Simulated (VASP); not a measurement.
A run of VASP 6.6.1 is set up as follows.

The input POSCAR:

```
CdS
1.0
    0.0545355309      2.7813120763      2.7813120763
    2.7813120763      0.0545355309      2.7813120763
    2.7813120763      2.7813120763      0.0545355309
Cd S
1 1
Direct
    0.0000000000      0.0000000000      0.0000000000
    0.5000000000      0.5000000000      0.5000000000
```

Contents of INCAR.step1:

```
PREC     = Accurate       # precision mode
ENCUT    = 520            # plane-wave cutoff, eV
ISMEAR   = 0              # smearing method
SIGMA    = 0.01           # smearing width, eV
LREAL    = F              # projectors in reciprocal space
LASPH    = T              # aspherical terms in the spheres
NELM     = 100            # most SCF steps
NBANDS   = 16             # bands
GGA      = PE             # functional
ALGO     = Normal         # electronic algorithm
EDIFF    = 1E-4           # SCF threshold, eV
LWAVE    = T              # write WAVECAR
LCHARG   = F              # write CHGCAR
```

The input INCAR.step2:

```
PREC     = Accurate       # precision mode
ENCUT    = 520            # plane-wave cutoff, eV
EDIFF    = 1E-7           # SCF threshold, eV
ISMEAR   = 0              # smearing method
SIGMA    = 0.01           # smearing width, eV
LREAL    = F              # projectors in reciprocal space
LASPH    = T              # aspherical terms in the spheres
NELM     = 100            # most SCF steps
ALGO     = Normal         # electronic algorithm
ISIF     = 2              # what is computed and relaxed
LWAVE    = F              # write WAVECAR
LCHARG   = F              # write CHGCAR
METAGGA  = R2SCAN         # meta-GGA
LMIXTAU  = T            
NBANDS   = 16             # bands
ISTART   = 1
```

The input KPOINTS:

```
Automatic mesh
0
Gamma
  8 8 8
```

Potentials or basis: VASP PAW PBE potentials, release 64 (Cd, S).

The run is started by

```sh
$ cat potpaw_PBE.64/Cd/POTCAR potpaw_PBE.64/S/POTCAR > POTCAR
$ cp INCAR.step1 INCAR
$ mpirun -np 1 vasp_std > vasp.out
$ cp INCAR.step2 INCAR
$ mpirun -np 1 vasp_std > vasp.out
```

(1) Predict the band gap on the k mesh.

(2) What does it give for the pressure?

Answers

(1) 0.66 eV, indirect (least direct gap 2.05 eV).

(2) -1.9 GPa.

Caveat: the cell differs from its parent crystal (strain along [111] +3.0%); the PAW data sets were made with another functional, which shifts forces and pressure a little.
